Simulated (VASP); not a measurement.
Set up this calculation in VASP 6.6.1, as the native input.

| Quantity | Value |
| --- | --- |
| Task | single point |
| Functional | PBE |
| Potentials or basis | VASP PAW PBE potentials, release 64 (Se) |
| Cutoff | 520 eV |
| k mesh | 13 × 13 × 13 |
| Occupations | fermi-dirac, width 0.08 eV |
| Spin | no spin polarisation |
| Dipole correction | no |
| Further INCAR settings | ALGO = Normal; EDIFF = 1e-07; NBANDS = 13 |

The structure of Se lies in POSCAR:

```
Se
1.0
    1.8574748453     -1.0724136020      3.0360720771
    0.0000000000      2.1448272039      3.0360720771
   -1.8574748453     -1.0724136020      3.0360720771
Se
2
Direct
    0.2500000000      0.2500000000      0.2500000000
   -0.2500000000     -0.2500000000     -0.2500000000
```

One way to write it, as run:

INCAR

```
PREC     = Accurate       # precision mode
ENCUT    = 520            # plane-wave cutoff, eV
EDIFF    = 1E-7           # SCF threshold, eV
ISMEAR   = -1             # smearing method
SIGMA    = 0.08           # smearing width, eV
LREAL    = False          # projectors in reciprocal space
LASPH    = True           # aspherical terms in the spheres
NELM     = 80             # most SCF steps
ALGO     = Normal         # electronic algorithm
ISIF     = 2              # what is computed and relaxed
LWAVE    = False          # write WAVECAR
LCHARG   = True           # write CHGCAR
GGA      = PE             # functional
LELF     = True           # ELF
LVHAR    = True         
NBANDS   = 13             # bands
```

KPOINTS

```
Automatic mesh
0
Gamma
  13 13 13
```

Potentials or basis: VASP PAW PBE potentials, release 64 (Se).

The run is started by

```sh
$ cat potpaw_PBE.64/Se/POTCAR > POTCAR
$ mpirun -np 1 vasp_std > vasp.out
```

Results of the run:

```yaml
Pressure: 26.1 GPa
Band_gap_on_the_k_mesh: zero (band 6 reaches 10.07 eV, above the bottom of band 7 at 5.32 eV)
```

Run time: 43 s on 1 thread of AMD EPYC 9R45 96-Core Processor (Zen 5) (shared host), peak memory 0.19 GiB.
